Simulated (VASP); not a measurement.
# Al6W in VASP: a series of runs

Al6W is run at these levels: PBE; tasks: single point.

Everything below comes from runs of VASP 6.6.1. Logs are shortened: lines on timing, memory, paths and dates and some standing lists are left out, and cuts for length are marked.

## 1. The cell of the first run

The structure is trigonal, space group P-31m (No. 162). The conventional cell has a = 5.126 Å, b = 5.126 Å, c = 5.610 Å, α = 90.00°, β = 90.00°, γ = 120.00°. Al (site symmetry m) has 6 Al at 2.56 to 2.92 Å and 2 W at 2.88 to 2.91 Å within 3.4 Å. Within 3.8 Å of W (site symmetry -3m) lie 12 Al at 2.88 to 2.91 Å.

The cell was built from a structure type or drawn by symmetry, and may not be a known phase.

## 2. Single point, PBE

INCAR

```
SYSTEM = Al6W
PREC = Accurate ; ENCUT = 500
EDIFF = 1E-6 ; ISMEAR = 0
SIGMA = 0.2 ; LREAL = .FALSE.
LASPH = .TRUE. ; NELM = 120
ALGO = Normal ; ISIF = 2
LWAVE = .FALSE. ; LCHARG = .FALSE.
GGA = PE ; NBANDS = 25
GGA_COMPAT = .FALSE.
```

KPOINTS

```
Automatic mesh
0
G
  4 4 4
  0 0 0
```

POSCAR

```
Al6W
1.0
    5.1258450232      0.0000000029      0.0000000000
   -2.5629225141      4.4391120045      0.0000000000
    0.0000000000      0.0000000000      5.6096307424
Al W
6 1
Direct
    0.4959441030      0.4959441030      0.2603137936
    0.0000000000      0.5040558970      0.2603137936
    0.5040558970      0.0000000000      0.2603137936
    0.0000000000      0.4959441030      0.7396862064
    0.4959441030      0.0000000000      0.7396862064
    0.5040558970      0.5040558970      0.7396862064
    0.0000000000      0.0000000000      0.5000000000
```

Potentials or basis: VASP PAW PBE potentials, release 64 (Al, W_sv).

Run with:

```
$ cat potpaw_PBE.64/Al/POTCAR potpaw_PBE.64/W_sv/POTCAR > POTCAR
$ mpirun -np 1 vasp_std > vasp.out
```

OUTCAR:

```text
SYSTEM = Al6W
   PREC = Accurate
   ENCUT = 500
   EDIFF = 1E-6
   ISMEAR = 0
   LREAL = .FALSE.
   LASPH = .TRUE.
   NELM = 120
   ISIF = 2
   GGA = PE

 ion  position               nearest neighbor table
   1  0.496  0.496  0.260-   3 2.56   3 2.56   2 2.56   2 2.56   6 2.69   7 2.88   7 2.91   6 2.92

   2  0.000  0.504  0.260-   1 2.56   1 2.56   3 2.56   3 2.56   4 2.69   7 2.88   7 2.91   4 2.92

   3  0.504  0.000  0.260-   1 2.56   1 2.56   2 2.56   2 2.56   5 2.69   7 2.88   7 2.91   5 2.92

   4  0.000  0.496  0.740-   6 2.56   6 2.56   5 2.56   5 2.56   2 2.69   7 2.88   7 2.91   2 2.92

   5  0.496  0.000  0.740-   6 2.56   6 2.56   4 2.56   4 2.56   3 2.69   7 2.88   7 2.91   3 2.92

   6  0.504  0.504  0.740-   5 2.56   5 2.56   4 2.56   4 2.56   1 2.69   7 2.88   7 2.91   1 2.92

   7  0.000  0.000  0.500-   2 2.88   4 2.88   3 2.88   5 2.88   1 2.88   6 2.88   2 2.91   4 2.91
                             3 2.91   5 2.91   6 2.91   1 2.91

  LATTYP: Found a hexagonal cell.
 ALAT       =     5.1258450232
 C/A-ratio  =     1.0943816516

  Lattice vectors:

 A1 = (   5.1258450232,   0.0000000029,   0.0000000000)
 A2 = (  -2.5629225141,   4.4391120045,   0.0000000000)
 A3 = (   0.0000000000,   0.0000000000,   5.6096307424)

Analysis of symmetry for initial positions (statically):
=====================================================================
 Subroutine PRICEL returns:
 Original cell was already a primitive cell.

 Routine SETGRP: Setting up the symmetry group for a
 hexagonal supercell.

 Subroutine GETGRP returns: Found 12 space group operations
 (whereof 12 operations were pure point group operations)
 out of a pool of 24 trial point group operations.

The static configuration has the point symmetry D_3d.

Analysis of symmetry for dynamics (positions and initial velocities):
=====================================================================
 Subroutine PRICEL returns:
 Original cell was already a primitive cell.

 Routine SETGRP: Setting up the symmetry group for a
 hexagonal supercell.

 Subroutine GETGRP returns: Found 12 space group operations
 (whereof 12 operations were pure point group operations)
 out of a pool of 24 trial point group operations.

The dynamic configuration has the point symmetry D_3d.

 Subroutine INISYM returns: Found 12 space group operations
 (whereof 12 operations are pure point group operations),
 and found     1 'primitive' translations

----------------------------------------------------------------------------------------

                                     Primitive cell

  volume of cell :     127.6427

  direct lattice vectors                    reciprocal lattice vectors
     5.125845023  0.000000003  0.000000000     0.195089784  0.112635140  0.000000000
    -2.562922514  4.439112005  0.000000000    -0.000000000  0.225270279  0.000000000
     0.000000000  0.000000000  5.609630742     0.000000000  0.000000000  0.178264853

  length of vectors
     5.125845023  5.125845023  5.609630742     0.225270279  0.225270279  0.178264853

  position of ions in fractional coordinates (direct lattice)
     0.495944103  0.495944103  0.260313794
     0.000000000  0.504055897  0.260313794
     0.504055897  0.000000000  0.260313794
     0.000000000  0.495944103  0.739686206
     0.495944103  0.000000000  0.739686206
     0.504055897  0.504055897  0.739686206
     0.000000000  0.000000000  0.500000000

  ion indices of the primitive-cell ions
   primitive index   ion index
                 1           1
                 2           2
                 3           3
                 4           4
                 5           5
                 6           6
                 7           7

----------------------------------------------------------------------------------------

 KPOINTS: Automatic mesh

Automatic generation of k-mesh.
 Grid dimensions read from file:
 generate k-points for:    4    4    4

 Generating k-lattice:

  Cartesian coordinates                     Fractional coordinates (reciprocal lattice)
     0.048772446  0.028158785  0.000000000     0.250000000  0.000000000  0.000000000
    -0.000000000  0.056317570  0.000000000     0.000000000  0.250000000  0.000000000
     0.000000000  0.000000000  0.044566213     0.000000000  0.000000000  0.250000000

  Length of vectors
     0.056317570  0.056317570  0.044566213

  Shift w.r.t. Gamma in fractional coordinates (k-lattice)
     0.000000000  0.000000000  0.000000000

 Subroutine IBZKPT returns following result:
 ===========================================

 Found     13 irreducible k-points:

 Following reciprocal coordinates:
            Coordinates               Weight
  0.000000  0.000000  0.000000      1.000000
  0.250000  0.000000  0.000000      6.000000
  0.500000  0.000000  0.000000      3.000000
  0.250000  0.250000  0.000000      6.000000
  0.000000  0.000000  0.250000      2.000000
  0.250000  0.000000  0.250000     12.000000
  0.500000  0.000000  0.250000      6.000000
  0.250000  0.250000  0.250000      6.000000
 -0.250000  0.500000  0.250000      6.000000
  0.000000  0.000000  0.500000      1.000000
  0.250000  0.000000  0.500000      6.000000
  0.500000  0.000000  0.500000      3.000000
  0.250000  0.250000  0.500000      6.000000
   k-points           NKPTS =     13   k-points in BZ     NKDIM =     13   number of bands    NBANDS=     25
   number of dos      NEDOS =    301   number of ions     NIONS =      7
   total plane-waves  NPLWV =  67200
   dimension x,y,z NGX =    40 NGY =   40 NGZ =   42
   dimension x,y,z NGXF=    80 NGYF=   80 NGZF=   84
   ions per type =               6   1
   NGX,Y,Z   is equivalent  to a cutoff of  12.97, 12.97, 12.45 a.u.
   NGXF,Y,Z  is equivalent  to a cutoff of  25.95, 25.95, 24.89 a.u.
 SYSTEM =  Al6W
   PREC   = accura    normal or accurate (medium, high low for compatibility)
   ISTART =      0    job   : 0-new  1-cont  2-samecut
   ICHARG =      2    charge: 1-file 2-atom 10-const
   ISPIN  =      1    spin polarized calculation?
   LNONCOLLINEAR =      F non collinear calculations
   LSORBIT =      F    spin-orbit coupling
   LASPH  =      T    aspherical Exc in radial PAW
   ENCUT  =  500.0 eV  36.75 Ry    6.06 a.u.   9.35  9.35 10.23*2*pi/ulx,y,z
   NELM   =    120;   NELMIN=  2; NELMDL= -5     # of ELM steps
   EDIFF  = 0.1E-05   stopping-criterion for ELM
   LREAL  =      F    real-space projection
   EDIFFG = 0.1E-04   stopping-criterion for IOM
   NSW    =      0    number of steps for IOM
   IBRION =     -1    ionic relax: 0-MD 1-quasi-New 2-CG
   NFREE  =      0    steps in history (QN), initial steepest desc. (CG)
   ISIF   =      2    stress and relaxation
   ISYM   =      2    0-nonsym 1-usesym 2-fastsym
   POTIM  = 0.5000    time-step for ionic-motion
   TEBEG  =    0.0;   TEEND  =   0.0 temperature during run
   PSTRESS=    0.0 pullay stress
   NELECT =      32.0000    total number of electrons
   NUPDOWN=      -1.0000    fix difference up-down
   EMIN   =  10.00;   EMAX   =-10.00  energy-range for DOS
   EFERMI =   0.00;   METHOD = LEGACY
   ISMEAR =     0;   SIGMA  =   0.20  broadening in eV -4-tet -1-fermi 0-gaus
   EFERMI_NEDOS =   21; number of points for ismear=-14 and -15
   IALGO  =     38    algorithm
   IMIX   =      4    mixing-type and parameters
     AMIX     =   0.40;   BMIX     =  1.00
     AMIX_MAG =   1.60;   BMIX_MAG =  1.00
  volume/ion in A,a.u.               =      18.23       123.05
  Fermi-wavevector in a.u.,A,eV,Ry     =   1.032269  1.950706 14.498086  1.065579
  Thomas-Fermi vector in A             =   2.166458
   LORBIT       =      0    0 simple, 1 ext, 2 COOP (PROOUT), +10 PAW based schemes
   GGA     = PE    functional components
   LHFCALC =     F    Hartree Fock is set to
   AEXX    =    0.0000 exact exchange contribution
   IVDW    =     0    specifies the selected vdW correction
   LEPSILON=     F    determine dielectric tensor
   LRPA    =     F    only Hartree local field effects (RPA)
 non-spin polarized calculation
 Gauss-broadening in eV      SIGMA  =   0.20
  energy-cutoff  :      500.00
  volume of cell :      127.64
 maximum number of plane-waves:      3284
 NGX is ok and might be reduce to    40
   NGX = 19   NGY = 19   NGZ = 21

 number of electron      31.9999999 magnetization

 Free energy of the ion-electron system (eV)
  ---------------------------------------------------
  ext. energy  EPLUGINS =         0.00000000
  ---------------------------------------------------
  free energy    TOTEN  =       -33.60349121 eV

  energy without entropy =      -33.53427511  energy(sigma->0) =      -33.56888316

 E-fermi :   6.9146     XC(G=0): -10.1148

 val. band max:        6.8595034559   @ k =   0.2500   0.0000   0.0000
 cond. band min:       6.9921610722   @ k =   0.2500   0.0000   0.2500
 fundamental gap:      0.1326576164
 Fermi energy:         6.9146425102

 k-point     1 :       0.0000    0.0000    0.0000
  band No.  band energies     occupation
      1     -66.9721      2.00000
      2     -31.1673      2.00000
      3     -31.1673      2.00000
      4     -31.0798      2.00000
      5      -3.4212      2.00000
      6       0.8067      2.00000
[... 17 lines left out ...]
     24      10.9183      0.00000
     25      11.1872      0.00000

 k-point     2 :       0.2500    0.0000    0.0000
  band No.  band energies     occupation
      1     -66.9722      2.00000
      2     -31.1678      2.00000
      3     -31.1675      2.00000
      4     -31.0797      2.00000
      5      -2.9436      2.00000
      6       0.4795      2.00000
[... 17 lines left out ...]
     24      10.7221      0.00000
     25      10.9744      0.00000

 k-point     3 :       0.5000    0.0000    0.0000
  band No.  band energies     occupation
      1     -66.9722      2.00000
      2     -31.1684      2.00000
      3     -31.1676      2.00000
      4     -31.0796      2.00000
      5      -1.8446      2.00000
      6      -1.2275      2.00000
[... 17 lines left out ...]
     24      11.5091      0.00000
     25      11.7000      0.00000

 k-point     4 :       0.2500    0.2500    0.0000
  band No.  band energies     occupation
      1     -66.9721      2.00000
      2     -31.1682      2.00000
      3     -31.1678      2.00000
      4     -31.0796      2.00000
      5      -2.0578      2.00000
      6      -0.6346      2.00000
[... 17 lines left out ...]
     24      11.5215      0.00000
     25      12.0866      0.00000

 k-point     5 :       0.0000    0.0000    0.2500
  band No.  band energies     occupation
      1     -66.9721      2.00000
      2     -31.1673      2.00000
      3     -31.1673      2.00000
      4     -31.0798      2.00000
      5      -3.1673      2.00000
      6      -0.6122      2.00000
[... 17 lines left out ...]
     24      10.2248      0.00000
     25      10.3399      0.00000

 k-point     6 :       0.2500    0.0000    0.2500
  band No.  band energies     occupation
      1     -66.9721      2.00000
      2     -31.1678      2.00000
      3     -31.1675      2.00000
      4     -31.0797      2.00000
      5      -2.6887      2.00000
      6      -0.2513      2.00000
[... 17 lines left out ...]
     24      10.7502      0.00000
     25      11.2417      0.00000
[... 85 lines left out ...]
 k-point    10 :       0.0000    0.0000    0.5000
  band No.  band energies     occupation
      1     -66.9722      2.00000
      2     -31.1673      2.00000
      3     -31.1673      2.00000
      4     -31.0799      2.00000
      5      -2.7178      2.00000
      6      -1.5945      2.00000
[... 17 lines left out ...]
     24      10.2121      0.00000
     25      10.2121      0.00000

 k-point    11 :       0.2500    0.0000    0.5000
  band No.  band energies     occupation
      1     -66.9722      2.00000
      2     -31.1678      2.00000
      3     -31.1675      2.00000
      4     -31.0798      2.00000
      5      -2.2201      2.00000
      6      -1.2307      2.00000
[... 17 lines left out ...]
     24      11.1709      0.00000
     25      11.5355      0.00000

 k-point    12 :       0.5000    0.0000    0.5000
  band No.  band energies     occupation
      1     -66.9721      2.00000
      2     -31.1684      2.00000
      3     -31.1676      2.00000
      4     -31.0797      2.00000
      5      -1.0146      2.00000
      6      -0.5923      2.00000
[... 17 lines left out ...]
     24      10.7220      0.00000
     25      12.2435      0.00000

 k-point    13 :       0.2500    0.2500    0.5000
  band No.  band energies     occupation
      1     -66.9721      2.00000
      2     -31.1682      2.00000
      3     -31.1678      2.00000
      4     -31.0797      2.00000
      5      -1.2942      2.00000
      6      -0.5588      2.00000
[... 17 lines left out ...]
     24      11.3397      0.00000
     25      11.8079      0.00000

------------------------ aborting loop because EDIFF is reached ----------------------------------------

  FORCE on cell =-STRESS in cart. coord.  units (eV):
  Direction    XX          YY          ZZ          XY          YZ          ZX
  --------------------------------------------------------------------------------------
  -------------------------------------------------------------------------------------
  Total        0.0655262      0.0655262      0.4590648      0.0000000      0.0000000      0.0000000
  in kB        0.8224888      0.8224888      5.7622050      0.0000000      0.0000000      0.0000000
  external PRESSURE =       2.4690609 kB  Pullay stress =       0.0000000 kB

 VOLUME and BASIS-vectors are now :
 -----------------------------------------------------------------------------
  energy-cutoff  :      500.00
  volume of cell :      127.64
      direct lattice vectors                 reciprocal lattice vectors
     5.125845023  0.000000003  0.000000000     0.195089784  0.112635140  0.000000000
    -2.562922514  4.439112005  0.000000000    -0.000000000  0.225270279  0.000000000
     0.000000000  0.000000000  5.609630742     0.000000000  0.000000000  0.178264853

 POSITION                                       TOTAL-FORCE (eV/Angst)
 -----------------------------------------------------------------------------------
      1.27107      2.20155      1.46026         0.001623      0.002811      0.000930
     -1.29186      2.23756      1.46026         0.001623     -0.002811      0.000930
      2.58371      0.00000      1.46026        -0.003246     -0.000000      0.000930
     -1.27107      2.20155      4.14937        -0.001623      0.002811     -0.000930
      2.54213      0.00000      4.14937         0.003246      0.000000     -0.000930
      1.29186      2.23756      4.14937        -0.001623     -0.002811     -0.000930
      0.00000      0.00000      2.80482        -0.000000     -0.000000      0.000000
 -----------------------------------------------------------------------------------
    total drift:                               -0.000000     -0.000000      0.000000

  FREE ENERGIE OF THE ION-ELECTRON SYSTEM (eV)
  ---------------------------------------------------
  free  energy   TOTEN  =       -33.6034912112 eV

  energy  without entropy=      -33.5342751094  energy(sigma->0) =      -33.56888316
```

Wall time 21 s (1 thread of Intel Xeon 6975P-C (Granite Rapids), shared host); peak memory 0.25 GiB.

Results:

* Free energy: -33.6035 eV
* Pressure: 0.2 GPa
* Largest force: 0.003 eV/Å
* Band gap on the k mesh: zero (bands 16 and 17 overlap by 1.86 eV)

Forces in eV/Å, atoms in the order of the input:
```
Al   0.002  0.003  0.001
Al   0.002 -0.003  0.001
Al  -0.003  0.000  0.001
Al  -0.002  0.003 -0.001
Al   0.003  0.000 -0.001
Al  -0.002 -0.003 -0.001
W    0.000  0.000  0.000
```

Stress tensor (GPa, compression positive):
```
0.08 0.00 0.00
0.00 0.08 0.00
0.00 0.00 0.58
```

Caveat: spin-orbit coupling is left out, which moves the levels of the heavy elements.

## 3. Single point, PBE

This run uses another cell than the first one, of 34.18 Å³/atom.

INCAR

```
ALGO = Normal
EDIFF = 1E-6
ENCUT = 500
GGA = PE
GGA_COMPAT = F
ISIF = 2
ISMEAR = 0
LASPH = T
LCHARG = T
LELF = T
LREAL = F
LVHAR = T
LWAVE = F
NBANDS = 25
NELM = 120
PREC = Accurate
SIGMA = 0.2
```

KPOINTS

```
k-points
0
Gamma
  4 4 3
```

POSCAR

```
Al6W
1.0
    5.2500036917      0.0000000000      0.0000000000
   -2.6250018458      4.5466365669      0.0000000000
    0.0000000000      0.0000000000     10.0225566009
Al W
6 1
Direct
    0.5000000000      0.0000000000      0.0000000000
    0.0000000000      0.5000000000      0.0000000000
    0.5000000000      0.5000000000      0.0000000000
    0.0000000000      0.0000000000      0.5000000000
    0.0000000000      0.0000000000      0.2431910170
    0.0000000000      0.0000000000      0.7568089830
    0.0000000000      0.0000000000      0.0000000000
```

Potentials or basis: VASP PAW PBE potentials, release 64 (Al, W_sv).

Run with:

```
$ cat potpaw_PBE.64/Al/POTCAR potpaw_PBE.64/W_sv/POTCAR > POTCAR
$ mpirun -np 1 vasp_std > vasp.out
```

It took 36 s on 1 thread of Intel Xeon 6975P-C (Granite Rapids), shared host; peak memory 0.35 GiB.

It converged, with:

| Quantity | Value |
| --- | --- |
| Free energy | -31.1874 eV |
| Pressure | 0.0 GPa |
| Largest force | 0.014 eV/Å |

Forces in eV/Å, atoms in the order of the input:
```
Al   0.000  0.000  0.000
Al   0.000  0.000  0.000
Al   0.000  0.000  0.000
Al   0.000  0.000  0.000
Al   0.000  0.000 -0.014
Al   0.000  0.000  0.014
W    0.000  0.000  0.000
```

Levels at points of the mesh, in eV from the Fermi level:
```csv
k point,band 13,band 14,band 15,band 16,band 17,band 18,band 19,band 20
"(0.00, 0.00, 0.00)",-0.92,-0.92,-0.89,-0.89,1.21,1.21,1.37,1.76
"(0.50, 0.00, 0.00)",-1.37,-1.20,-0.68,-0.62,0.74,1.60,1.80,1.82
```

Caveat: spin-orbit coupling is left out, which moves the levels of the heavy elements.
